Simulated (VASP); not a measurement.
P, 8 atoms in the cell. The structure is tetragonal, space group P4mm (No. 99). Conventional cell: a = 4.815 Å, b = 4.815 Å, c = 4.815 Å, α = 90.00°, β = 90.00°, γ = 90.00°. Within 3.0 Å of P (site symmetry 4mm) lie 6 P at 2.28 to 2.53 Å. P (site symmetry 4mm) has 6 P at 2.28 to 2.53 Å within 3.0 Å. P (site symmetry 2mm) has 6 P at 2.41 Å within 3.2 Å. P (site symmetry 2mm) has 18 P at 2.41 to 3.49 Å within 3.5 Å. Within 3.2 Å of P (site symmetry 4mm) lie 6 P at 2.41 Å. P (site symmetry 4mm) has 6 P at 2.41 Å within 3.2 Å.  This cell differs from its parent crystal: atom 1 (P) moved +0.125 Å towards its neighbour atom 2 (P) at 2.407 Å.

| Quantity | Value |
| --- | --- |
| Program | VASP 6.6.1 |
| Task | single point |
| Functional | PBE |
| Dispersion | D3(BJ) |
| Potentials or basis | VASP PAW PBE potentials, release 64 (P) |
| Cutoff | 520 eV |
| k mesh | 12 × 12 × 12 |
| Occupations | gaussian, width 0.15 eV |
| Spin | no spin polarisation |
| Dipole correction | no |
| Further INCAR settings | ALGO = Normal; EDIFF = 1e-07; NBANDS = 30 |

Potentials or basis: VASP PAW PBE potentials, release 64 (P).

Run with:

```console
$ cat potpaw_PBE.64/P/POTCAR > POTCAR
$ mpirun -np 1 vasp_std > vasp.out
```

Hardware: 1 thread of Intel(R) Xeon(R) Platinum 8488C (Sapphire Rapids), with other jobs on the host.

Estimate the wall time of this run.

It took 4.5 min on 1 thread of Intel(R) Xeon(R) Platinum 8488C (Sapphire Rapids), on a shared host, peak memory 0.51 GiB. Counts: scf iterations 13, k points 196.
